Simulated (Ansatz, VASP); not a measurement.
## Sn: VASP beside Ansatz

```
CELL_PARAMETERS angstrom
-1.89976 1.89976 1.89976
1.89976 -1.89976 1.89976
1.89976 1.89976 -1.89976
ATOMIC_POSITIONS crystal
Sn 0.00000 0.00000 0.00000
```

Alike in both runs: functional PBE; k mesh 15 × 15 × 15; occupations fermi-dirac, width 0.05 eV; no spin polarisation.

Ansatz relaxed the structure, and its values are those at the end. VASP's run is a single point on that final structure, the one shown.

|  | VASP | Ansatz |
| --- | --- | --- |
| version | VASP 6.6.1 | Ansatz 0.2.0 |
| potentials or method | VASP PAW PBE potentials, release 64 (Sn_d), cutoff 520 eV | all-electron LAPW, non-relativistic |

Ansatz gave:

```
pressure (GPa) : 0.0
```

Problem. Which values does VASP return?

Solution. Pressure (GPa): 0.3.

Ansatz ran all-electron here, and VASP with PAW potentials.
